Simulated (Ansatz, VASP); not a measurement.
## One calculation of MnSi6, two programs

```
Mn Si
1.0
     5.88387    0.00000    0.00000
     0.00000    5.88387    0.00000
     0.00000    0.00000    5.88387
Mn Si
1 6
Cartesian
  0.0000 0.0000 0.0000
  2.9419 2.9419 1.2008
  2.9419 2.9419 4.6831
  1.2008 2.9419 2.9419
  4.6831 2.9419 2.9419
  2.9419 1.2008 2.9419
  2.9419 4.6831 2.9419
```

Change from the starting cell: species swapped into the ErB6 type (Pm-3m, No. 221).

Alike in both runs: functional PBE; k mesh 8 × 8 × 8; occupations gaussian, width 0.1 eV; collinear spin.

Ansatz relaxed the structure, and its values are those at the end. VASP's run is a single point on that final structure, the one shown.

|  | VASP | Ansatz |
| --- | --- | --- |
| version | VASP 6.6.1 | Ansatz 0.2.0 |
| potentials or method | VASP PAW PBE potentials, release 64 (Mn_pv, Si), cutoff 520 eV | scalar-relativistic, plane waves, PAW |
| valence electrons in the cell | 37 | 39 |

```tsv
	VASP	Ansatz	Ansatz less VASP
gap on the k mesh at the Fermi level (eV)	none	none	-
pressure (GPa)	0.0	0.0	+0.04
net moment per atom (μB)	0.64	0.64	+0.002
size of the moment on the site where the two differ most (μB)	4.59	5.02	+0.436
```

Site moments also hang on the region over which each program counts them. A gap of «none» marks a metal or a gap that the smearing closes. VASP's potentials hold 37 valence electrons a cell and Ansatz's 39, so a difference there can come from the potentials and not from the codes. Ansatz's warnings: given moment on shells.
